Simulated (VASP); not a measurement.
Input of a VASP 6.6.1 run:

File INCAR:

```
ALGO = Normal
EDIFF = 1E-6
ENCUT = 520
GGA = PE
ISIF = 2
ISMEAR = -1
LASPH = T
LCHARG = F
LREAL = F
LWAVE = F
NBANDS = 11
NELM = 100
PREC = Accurate
SIGMA = 0.02
```

The input KPOINTS:

```
k-points
0
Gamma
  8 8 8
```

Contents of POSCAR:

```
Si
1.0
   -0.0254281273      2.7239119573      2.7239119573
    2.7239119573     -0.0254281273      2.7239119573
    2.7239119573      2.7239119573     -0.0254281273
Si
2
Direct
   -0.0005705493     -0.0005705493     -0.0005705493
    0.2505705493      0.2505705493      0.2505705493
```

Potentials or basis: VASP PAW PBE potentials, release 64 (Si).

The run is started by

```bash
$ cat potpaw_PBE.64/Si/POTCAR > POTCAR
$ mpirun -np 1 vasp_std > vasp.out
```

Estimate the band gap on the k mesh.

0.57 eV, indirect (least direct gap 2.43 eV).

What does it give for the pressure?

-0.2 GPa.

What does it give for the largest force?

0.007 eV/Å.

Stress tensor (GPa, compression positive):
```
-0.21  0.70  0.70
 0.70 -0.21  0.70
 0.70  0.70 -0.21
```

Caveat: the cell differs from its parent crystal (epitaxial 111 strain +1.0%). A k mesh can miss the band edges.
